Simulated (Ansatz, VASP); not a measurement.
# LiF in VASP and in Ansatz

POSCAR

```
LiF
1.0
    2.5162584444      0.0000000000      0.0000000000
    0.0000000000      2.5162584444      0.0000000000
    0.0000000000      0.0000000000      2.5162584444
Li F
1 1
Direct
    0.0000000000      0.0000000000      0.0000000000
    0.5000000000      0.5000000000      0.5000000000
```

Contents of INCAR.step1:

```
PREC     = Accurate       # precision mode
ENCUT    = 520            # plane-wave cutoff, eV
ISMEAR   = 0              # smearing method
SIGMA    = 0.01           # smearing width, eV
LREAL    = F              # projectors in reciprocal space
LASPH    = T              # aspherical terms in the spheres
NELM     = 60             # most SCF steps
NBANDS   = 12             # bands
GGA      = PE             # functional
ALGO     = Normal         # electronic algorithm
EDIFF    = 1E-4           # SCF threshold, eV
LWAVE    = T              # write WAVECAR
LCHARG   = F              # write CHGCAR
```

File INCAR.step2:

```
PREC     = Accurate       # precision mode
ENCUT    = 520            # plane-wave cutoff, eV
EDIFF    = 1E-7           # SCF threshold, eV
ISMEAR   = 0              # smearing method
SIGMA    = 0.01           # smearing width, eV
LREAL    = F              # projectors in reciprocal space
LASPH    = T              # aspherical terms in the spheres
NELM     = 60             # most SCF steps
ALGO     = Normal         # electronic algorithm
ISIF     = 2              # what is computed and relaxed
LWAVE    = F              # write WAVECAR
LCHARG   = T              # write CHGCAR
METAGGA  = R2SCAN         # meta-GGA
LMIXTAU  = T            
LELF     = T              # ELF
LVHAR    = T            
NBANDS   = 12             # bands
ISTART   = 1
```

KPOINTS

```
Automatic mesh
0
Gamma
  8 8 8
```

Input for Ansatz:

```yaml
crystal:
  lattice:
    - [2.5162584444, 0.0, 0.0]
    - [0.0, 2.5162584444, 0.0]
    - [0.0, 0.0, 2.5162584444]
  atoms:
    - { symbol: Li, position: [0.0, 0.0, 0.0] }
    - { symbol: F, position: [0.5, 0.5, 0.5] }
kpoints:
  mp_grid: { grid: [8, 8, 8] }
hamiltonian:
  xc: r2scan
scf:
  occupations: { method: fixed }
  n_extra_bands: 4
  eigensolver: { kind: dense }
output:
  forces: true
  stress: true
  eigenvalues: true
```

Alike in both runs: task single point; functional r2SCAN; k mesh 8 × 8 × 8; no spin polarisation.

|  | VASP | Ansatz |
| --- | --- | --- |
| version | VASP 6.6.1 | Ansatz 0.2.0 |
| potentials or method | VASP PAW PBE potentials, release 64 (Li_sv, F) | plane waves |
| plane-wave cutoff (eV) | 520 | 500 |
| occupations | gaussian, width 0.01 eV | fixed |
| valence electrons in the cell | 10 | 10 |

Ansatz gave:

| Property | Result |
| --- | --- |
| gap on the k mesh at the Fermi level (eV) | 8.91 |

Task: What did VASP give for the same quantities?

Result: gap on the k mesh at the Fermi level (eV): 9.12.

VASP's potentials were made for PBE, not for r2SCAN.

Noted on VASP's run: the cutoff is short for stress, so the pressure is rough.
